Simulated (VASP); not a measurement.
# Cr (P3_121) in VASP: relaxation of cell and atoms with r2SCAN

Aim: the relaxation of cell and atoms of Cr with r2SCAN.

Program: VASP 6.6.1. These are calculated values, not measurements. Logs are shortened: lines on timing, memory, paths and dates and some standing lists are left out, and cuts for length are marked.

## 1. The cell of the first run

Symmetry: P3_121, No. 152, trigonal system. Conventional cell: a = 3.441 Å, b = 3.441 Å, c = 3.904 Å, α = 90.00°, β = 90.00°, γ = 120.00°. Within 2.5 Å of Cr (site symmetry 2) lie 2 Cr at 1.87 Å.

## 2. Relaxation of cell and atoms, r2SCAN

Input file POSCAR:

```
Cr
1.0
    3.4412579625      0.0000000000      0.0000000000
   -1.7206289813      2.9802168165      0.0000000000
    0.0000000000      0.0000000000      3.9042223541
Cr
3
Direct
    0.2254000000      0.0000000000      0.3333333333
    0.0000000000      0.2254000000      0.6666666667
    0.7746000000      0.7746000000      0.0000000000
```

Input file INCAR.step1:

```
SYSTEM = Cr
PREC     = Accurate       ! precision mode
ENCUT    = 600            ! plane-wave cutoff, eV
ISMEAR   = 0              ! smearing method
SIGMA    = 0.1            ! smearing width, eV
LREAL    = .False.        ! projectors in reciprocal space
LASPH    = .True.         ! aspherical terms in the spheres
NELM     = 60             ! most SCF steps
GGA      = PE             ! functional
ALGO     = Normal         ! electronic algorithm
EDIFF    = 1E-4           ! SCF threshold, eV
LWAVE    = .True.         ! write WAVECAR
LCHARG   = .False.        ! write CHGCAR
```

Input file INCAR.step2:

```
SYSTEM = Cr
PREC     = Accurate       ! precision mode
ENCUT    = 600            ! plane-wave cutoff, eV
EDIFF    = 1E-7           ! SCF threshold, eV
ISMEAR   = 0              ! smearing method
SIGMA    = 0.1            ! smearing width, eV
LREAL    = .False.        ! projectors in reciprocal space
LASPH    = .True.         ! aspherical terms in the spheres
NELM     = 60             ! most SCF steps
ALGO     = Normal         ! electronic algorithm
ISIF     = 3              ! what is computed and relaxed
LWAVE    = .False.        ! write WAVECAR
LCHARG   = .False.        ! write CHGCAR
METAGGA  = R2SCAN         ! meta-GGA
LMIXTAU  = .True.       
IBRION   = 2              ! ionic algorithm
NSW      = 90             ! ionic steps
EDIFFG   = -0.04          ! ionic threshold
ISTART   = 1
```

Input file KPOINTS:

```
regular mesh
0
Gamma
  6 6 4
  0 0 0
```

Potentials or basis: VASP PAW PBE potentials, release 64 (Cr_pv).

Run with:

```
$ cat potpaw_PBE.64/Cr_pv/POTCAR > POTCAR
$ cp INCAR.step1 INCAR
$ mpirun -np 1 vasp_std > vasp.out
$ cp INCAR.step2 INCAR
$ mpirun -np 1 vasp_std > vasp.out
```

OUTCAR:

```text
SYSTEM = Cr
   PREC = Accurate
   ENCUT = 600
   EDIFF = 1E-7
   ISMEAR = 0
   LREAL = .False.
   LASPH = .True.
   NELM = 60
   ISIF = 3
   METAGGA = R2SCAN
   IBRION = 2
   NSW = 90
   EDIFFG = -0.04
   ISTART = 1

 ion  position               nearest neighbor table
   1  0.225  0.000  0.333-   3 1.87   2 1.87   3 2.71   3 2.71   2 2.71   2 2.71   2 2.93   3 2.93

   2  0.000  0.225  0.667-   3 1.87   1 1.87   3 2.71   3 2.71   1 2.71   1 2.71   1 2.93   3 2.93

   3  0.775  0.775  0.000-   1 1.87   2 1.87   2 2.71   1 2.71   1 2.71   2 2.71   1 2.93   2 2.93

  LATTYP: Found a hexagonal cell.
 ALAT       =     3.4412579625
 C/A-ratio  =     1.1345334749

  Lattice vectors:

 A1 = (   3.4412579625,   0.0000000000,   0.0000000000)
 A2 = (  -1.7206289813,   2.9802168165,   0.0000000000)
 A3 = (   0.0000000000,   0.0000000000,   3.9042223541)

Analysis of symmetry for initial positions (statically):
=====================================================================
 Subroutine PRICEL returns:
 Original cell was already a primitive cell.

 Routine SETGRP: Setting up the symmetry group for a
 hexagonal supercell.

 Subroutine GETGRP returns: Found  6 space group operations
 (whereof  2 operations were pure point group operations)
 out of a pool of 24 trial point group operations.

The static configuration has the point symmetry C_2 .
 The point group associated with its full space group is D_3 .

Analysis of symmetry for dynamics (positions and initial velocities):
=====================================================================
 Subroutine PRICEL returns:
 Original cell was already a primitive cell.

 Routine SETGRP: Setting up the symmetry group for a
 hexagonal supercell.

 Subroutine GETGRP returns: Found  6 space group operations
 (whereof  2 operations were pure point group operations)
 out of a pool of 24 trial point group operations.

The dynamic configuration has the point symmetry C_2 .
 The point group associated with its full space group is D_3 .

 Subroutine INISYM returns: Found  6 space group operations
 (whereof  2 operations are pure point group operations),
 and found     1 'primitive' translations

----------------------------------------------------------------------------------------

                                     Primitive cell

  volume of cell :      40.0405

  direct lattice vectors                    reciprocal lattice vectors
     3.441257962  0.000000000  0.000000000     0.290591409  0.167773028  0.000000000
    -1.720628981  2.980216817  0.000000000     0.000000000  0.335546056  0.000000000
     0.000000000  0.000000000  3.904222354     0.000000000  0.000000000  0.256132953

  length of vectors
     3.441257962  3.441257963  3.904222354     0.335546056  0.335546056  0.256132953

  position of ions in fractional coordinates (direct lattice)
     0.225400000  0.000000000  0.333333333
     0.000000000  0.225400000  0.666666667
     0.774600000  0.774600000  0.000000000

  ion indices of the primitive-cell ions
   primitive index   ion index
                 1           1
                 2           2
                 3           3

----------------------------------------------------------------------------------------

 KPOINTS: regular mesh

Automatic generation of k-mesh.
 Grid dimensions read from file:
 generate k-points for:    6    6    4

 Generating k-lattice:

  Cartesian coordinates                     Fractional coordinates (reciprocal lattice)
     0.048431901  0.027962171  0.000000000     0.166666667  0.000000000  0.000000000
     0.000000000  0.055924343  0.000000000     0.000000000  0.166666667  0.000000000
     0.000000000  0.000000000  0.064033238     0.000000000  0.000000000  0.250000000

  Length of vectors
     0.055924343  0.055924343  0.064033238

  Shift w.r.t. Gamma in fractional coordinates (k-lattice)
     0.000000000  0.000000000  0.000000000

 Subroutine IBZKPT returns following result:
 ===========================================

 Found     24 irreducible k-points:

 Following reciprocal coordinates:
            Coordinates               Weight
  0.000000  0.000000  0.000000      1.000000
  0.166667 -0.000000  0.000000      6.000000
  0.333333  0.000000  0.000000      6.000000
  0.500000  0.000000  0.000000      3.000000
  0.166667  0.166667  0.000000      6.000000
  0.333333  0.166667  0.000000     12.000000
[... 16 lines left out ...]
  0.333333  0.166667  0.500000     12.000000
  0.333333  0.333333  0.500000      2.000000
   k-points           NKPTS =     24   k-points in BZ     NKDIM =     24   number of bands    NBANDS=     22
   number of dos      NEDOS =    301   number of ions     NIONS =      3
   total plane-waves  NPLWV =  25088
   dimension x,y,z NGX =    28 NGY =   28 NGZ =   32
   dimension x,y,z NGXF=    56 NGYF=   56 NGZF=   64
   ions per type =               3
   NGX,Y,Z   is equivalent  to a cutoff of  13.53, 13.53, 13.63 a.u.
   NGXF,Y,Z  is equivalent  to a cutoff of  27.05, 27.05, 27.25 a.u.
 SYSTEM =  Cr
   PREC   = accura    normal or accurate (medium, high low for compatibility)
   ISTART =      1    job   : 0-new  1-cont  2-samecut
   ICHARG =      0    charge: 1-file 2-atom 10-const
   ISPIN  =      1    spin polarized calculation?
   LNONCOLLINEAR =      F non collinear calculations
   LSORBIT =      F    spin-orbit coupling
   LASPH  =      T    aspherical Exc in radial PAW
   ENCUT  =  600.0 eV  44.10 Ry    6.64 a.u.   6.87  6.87  7.80*2*pi/ulx,y,z
   NELM   =     60;   NELMIN=  2; NELMDL=  0     # of ELM steps
   EDIFF  = 0.1E-06   stopping-criterion for ELM
   LREAL  =      F    real-space projection
   EDIFFG = -.4E-01   stopping-criterion for IOM
   NSW    =     90    number of steps for IOM
   IBRION =      2    ionic relax: 0-MD 1-quasi-New 2-CG
   NFREE  =      1    steps in history (QN), initial steepest desc. (CG)
   ISIF   =      3    stress and relaxation
   ISYM   =      2    0-nonsym 1-usesym 2-fastsym
   POTIM  = 0.5000    time-step for ionic-motion
   TEBEG  =    0.0;   TEEND  =   0.0 temperature during run
   PSTRESS=    0.0 pullay stress
   NELECT =      36.0000    total number of electrons
   NUPDOWN=      -1.0000    fix difference up-down
   EMIN   =  10.00;   EMAX   =-10.00  energy-range for DOS
   EFERMI =   0.00;   METHOD = LEGACY
   ISMEAR =     0;   SIGMA  =   0.10  broadening in eV -4-tet -1-fermi 0-gaus
   EFERMI_NEDOS =   21; number of points for ismear=-14 and -15
   IALGO  =     38    algorithm
   IMIX   =      4    mixing-type and parameters
     AMIX     =   0.40;   BMIX     =  1.00
     AMIX_MAG =   1.60;   BMIX_MAG =  1.00
  volume/ion in A,a.u.               =      13.35        90.07
  Fermi-wavevector in a.u.,A,eV,Ry     =   1.580068  2.985896 33.968509  2.496615
  Thomas-Fermi vector in A             =   2.680352
   LORBIT       =      0    0 simple, 1 ext, 2 COOP (PROOUT), +10 PAW based schemes
   METAGGA = R2SCAN    functional components
   LHFCALC =     F    Hartree Fock is set to
   AEXX    =    0.0000 exact exchange contribution
   IVDW    =     0    specifies the selected vdW correction
   LEPSILON=     F    determine dielectric tensor
   LRPA    =     F    only Hartree local field effects (RPA)
 conjugate gradient relaxation of ions
 non-spin polarized calculation
 Gauss-broadening in eV      SIGMA  =   0.10
  energy-cutoff  :      600.00
  volume of cell :       40.04
 maximum number of plane-waves:      1356
   NGX = 13   NGY = 13   NGZ = 15

--------------------------------------- Ionic step        1  -------------------------------------------

 number of electron      36.0000003 magnetization

 Free energy of the ion-electron system (eV)
  ---------------------------------------------------
  ext. energy  EPLUGINS =         0.00000000
  ---------------------------------------------------
  free energy    TOTEN  =       -38.56280170 eV

  energy without entropy =      -38.54513351  energy(sigma->0) =      -38.55396761

------------------------ aborting loop because EDIFF is reached ----------------------------------------

  FORCE on cell =-STRESS in cart. coord.  units (eV):
  Direction    XX          YY          ZZ          XY          YZ          ZX
  --------------------------------------------------------------------------------------
  -------------------------------------------------------------------------------------
  Total        4.6092317      4.6092317      9.0335324     -0.0000000     -0.0000000      0.0000000
  in kB      184.4333624    184.4333624    361.4669174     -0.0000000     -0.0000000      0.0000000
  external PRESSURE =     243.4445474 kB  Pullay stress =       0.0000000 kB
[... 92 lines left out ...]
  FREE ENERGIE OF THE ION-ELECTRON SYSTEM (eV)
  ---------------------------------------------------
  free  energy   TOTEN  =       -39.9229056132 eV

  energy  without entropy=      -39.8982779063  energy(sigma->0) =      -39.91059176

 E-fermi :   9.7793     XC(G=0): -14.2858

 val. band max:        9.7332939996   @ k =   0.3333   0.1667   0.5000
 cond. band min:       9.7941049508   @ k =   0.1667   0.1667   0.5000
 fundamental gap:      0.0608109511
 Fermi energy:         9.7793328942

 k-point     1 :       0.0000    0.0000    0.0000
  band No.  band energies     occupation
      1     -35.5957      2.00000
      2     -35.1982      2.00000
      3     -35.1982      2.00000
      4     -34.8197      2.00000
      5     -34.8196      2.00000
      6     -34.6423      2.00000
[... 574 lines left out ...]
      6     -34.6826      2.00000
[... 14 lines left out ...]
     21      11.1569      0.00000
     22      11.7818      0.00000

[... ionic steps 4 to 19 ...]

--------------------------------------- Ionic step       20  -------------------------------------------

 number of electron      35.9999994 magnetization

------------------------ aborting loop because EDIFF is reached ----------------------------------------

  FORCE on cell =-STRESS in cart. coord.  units (eV):
  Direction    XX          YY          ZZ          XY          YZ          ZX
  --------------------------------------------------------------------------------------
  -------------------------------------------------------------------------------------
  Total       -0.1077242     -0.1077242     -0.2009395      0.0000000     -0.0000000      0.0000000
  in kB       -5.0606855     -5.0606855     -9.4397656      0.0000000     -0.0000000      0.0000000
  external PRESSURE =      -6.5203788 kB  Pullay stress =       0.0000000 kB
[... 59 lines left out ...]
  energy  without entropy=      -44.3320824997  energy(sigma->0) =      -44.33877891

--------------------------------------- Ionic step       22  -------------------------------------------

 number of electron      35.9999997 magnetization

 Free energy of the ion-electron system (eV)
  ---------------------------------------------------
  ext. energy  EPLUGINS =         0.00000000
  ---------------------------------------------------
  free energy    TOTEN  =       -44.34602823 eV

  energy without entropy =      -44.33264557  energy(sigma->0) =      -44.33933690

 E-fermi :  11.1899     XC(G=0): -15.1017

 val. band max:       11.1756061172   @ k =  -0.1667   0.5000   0.2500
 cond. band min:      11.2244621570   @ k =   0.3333   0.0000   0.5000
 fundamental gap:      0.0488560398
 Fermi energy:        11.1898850556

 k-point     1 :       0.0000    0.0000    0.0000
  band No.  band energies     occupation
      1     -33.8057      2.00000
      2     -33.8012      2.00000
      3     -33.8012      2.00000
      4     -33.7967      2.00000
      5     -33.2852      2.00000
      6     -33.2852      2.00000
[... 619 lines left out ...]
  FREE ENERGIE OF THE ION-ELECTRON SYSTEM (eV)
  ---------------------------------------------------
  free  energy   TOTEN  =       -44.3460282311 eV

  energy  without entropy=      -44.3326455695  energy(sigma->0) =      -44.33933690

 reached required accuracy - stopping structural energy minimisation
```

Wall time 20 min (1 thread of Intel Xeon 6975P-C (Granite Rapids), shared host); peak memory 0.19 GiB.

Results:

```yaml
Free_energy: -44.3460 eV
Relaxed_volume: 11.34 Å³/atom
Relaxed_cell: a = 3.958 Å, b = 3.958 Å, c = 2.507 Å, α = 90.00°, β = 90.00°, γ = 120.00°
Space_group_after_relaxing_to_0.05_Å: R-3m (No. 166)
Energy_gained_by_relaxing: 1927.7 meV/atom
Ionic_steps: 22
Pressure_after_relaxing: 0.1 GPa
Largest_force_after_relaxing: 0.035 eV/Å
Band_gap_on_the_k_mesh: zero (band 18 reaches 12.92 eV, above the bottom of band 19 at 10.44 eV)
```

Forces in eV/Å, atoms in the order of the input:
```
Cr   0.035  0.000  0.000
Cr  -0.017  0.030  0.000
Cr  -0.017 -0.030  0.000
```

Step by step:
| step | energy change (eV) | largest force (eV/Å) | pressure (GPa) | volume (Å³) |
| --- | --- | --- | --- | --- |
| 1 | 0.0000 | 6.0618 | 24.34 | 40.04 |
| 2 | -0.4022 | 0.3689 | -33.58 | 52.91 |
| 3 | -1.3601 | 1.4142 | -18.82 | 45.61 |
| 4 | -1.3672 | 1.5271 | -17.46 | 45.27 |
| 5 | -2.4818 | 1.1967 | -5.10 | 38.96 |
| 6 | -2.6853 | 0.6091 | 9.77 | 35.92 |
| 7 | -3.1205 | 0.8929 | 2.81 | 36.52 |
| 8 | -3.1975 | 2.1740 | 2.14 | 36.82 |
| 9 | -3.4750 | 2.4097 | -1.14 | 37.21 |
| 10 | -4.0596 | 2.5972 | -5.76 | 37.73 |
| 11 | -4.4406 | 2.5815 | -5.46 | 37.05 |
| 12 | -5.3819 | 1.9451 | -1.55 | 34.96 |
| 13 | -4.4423 | 2.0027 | 48.82 | 30.49 |
| 14 | -5.6581 | 1.2118 | 3.56 | 33.82 |
| 15 | -5.6922 | 0.6602 | 8.51 | 33.14 |
| 16 | -5.7551 | 0.0320 | -3.92 | 34.56 |
| 17 | -5.7565 | 0.1072 | -2.40 | 34.37 |
| 18 | -5.7762 | 0.0247 | -0.32 | 34.09 |
| 19 | -5.7807 | 0.1237 | 1.26 | 33.88 |
| 20 | -5.7826 | 0.0791 | -0.65 | 34.10 |
| 21 | -5.7827 | 0.0859 | -0.35 | 34.07 |
| 22 | -5.7832 | 0.0350 | 0.07 | 34.02 |

Final structure:
```
CELL_PARAMETERS angstrom
3.95800 0.00000 0.00000
-1.97900 3.42773 0.00000
0.00000 0.00000 2.50736
ATOMIC_POSITIONS crystal
Cr 0.33285 0.00000 0.33333
Cr 0.00000 0.33285 0.66667
Cr 0.66715 0.66715 0.00000
```

Caveat: the k points lie up to 0.63 Å⁻¹ apart in the final cell; the volume moved by over 15 % at a fixed basis, so the end points are rough; the PAW data sets were made with another functional, which shifts forces and pressure a little; the run has no spin polarisation, though such a crystal can be magnetic.
